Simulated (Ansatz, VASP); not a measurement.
**Two plane-wave programs on Te**

```
CELL_PARAMETERS angstrom
3.91579 0.00000 0.00000
-1.95789 3.39117 0.00000
0.00000 0.00000 4.42330
ATOMIC_POSITIONS crystal
Te 0.33333 0.66667 0.25000
Te 0.66667 0.33333 0.75000
```

Alike in both runs: task single point; functional PBEsol; k mesh 11 × 11 × 8; occupations fermi-dirac, width 0.1 eV; no spin polarisation.

```csv
,VASP,Ansatz
version,VASP 6.6.1,Ansatz 0.2.0
potentials or method,"VASP PAW PBE potentials, release 64 (Te), cutoff 520 eV","plane waves (420 eV) with PAW, scalar-relativistic"
valence electrons in the cell,12,32
```

VASP gave:

* pressure (GPa): 0.0
* traceless stress, the component that is largest in VASP (GPa): -0.43

Q: What did Ansatz give for the same quantities?

A: Pressure (GPa): -0.1; traceless stress, the component that is largest in VASP (GPa): -0.47.

VASP's potentials were made for PBE, not for PBEsol, and Ansatz warns of the same on its side. VASP's potentials hold 12 valence electrons a cell and Ansatz's 32, so a difference there can come from the potentials and not from the codes.

Neither program's run includes spin-orbit coupling.
